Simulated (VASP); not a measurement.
**ZrS: relaxation of cell and atoms with LDA**

The system is ZrS.

```
Zr S
1.0
     0.00000    2.56909    2.56909
     2.56909    0.00000    2.56909
     2.56909    2.56909    0.00000
Zr S
1 1
Direct
  0.00000 0.00000 0.00000
  0.50000 0.50000 0.50000
```

| Item | Value |
| --- | --- |
| Program | VASP 6.6.1 |
| Task | relaxation of cell and atoms |
| Functional | LDA |
| Potentials or basis | VASP PAW LDA potentials, release 64 (Zr_sv, S) |
| Cutoff | 600 eV |
| k mesh | 14 × 14 × 14 |
| Occupations | gaussian, width 0.1 eV |
| Spin | no spin polarisation |
| Dipole correction | no |
| Further INCAR settings | ALGO = Normal; EDIFF = 1e-06; IBRION = 2; EDIFFG = -0.005; NSW = 100; ISIF = 3 |

```
Relaxed volume                        : 16.94 Å³/atom
Relaxed cell                          : a = 3.632 Å, b = 3.632 Å, c = 3.632 Å, α = 60.00°, β = 60.00°, γ = 60.00°
Space group after relaxing (to 0.1 Å) : Fm-3m (No. 225)
Energy gained by relaxing             : 0.0 meV/atom
Ionic steps                           : 3
Pressure after relaxing               : 0.0 GPa
```

Final structure:
```cif
data_structure
_symmetry_space_group_name_H-M 'P 1'
_symmetry_Int_Tables_number 1
_cell_length_a 3.6322
_cell_length_b 3.6322
_cell_length_c 3.6322
_cell_angle_alpha 60.000
_cell_angle_beta 60.000
_cell_angle_gamma 60.000
_cell_volume 33.88
loop_
_atom_site_label
_atom_site_type_symbol
_atom_site_fract_x
_atom_site_fract_y
_atom_site_fract_z
_atom_site_occupancy
Zr1 Zr 0.00000 0.00000 0.00000 1
S1 S 0.50000 0.50000 0.50000 1
```

Levels at points of the mesh, in eV from the Fermi level:
```tsv
k point	band 6	band 7	band 8	band 9	band 10	band 11	band 12	band 13
(0.00, 0.00, 0.00)	-3.50	-3.50	-3.50	-1.52	-1.52	-1.52	-0.78	-0.78
(0.50, 0.00, 0.00)	-8.31	-6.20	-6.20	1.60	1.60	1.99	2.00	6.01
(0.50, 0.50, 0.00)	-6.30	-4.45	-4.45	-3.76	0.52	2.59	2.59	3.08
```

Wall time 3.2 min on 1 thread of Intel Xeon 8259CL, with other jobs on the host, peak memory 0.2 GiB.

Caveat: the highest band is partly filled, so the run has too few bands.
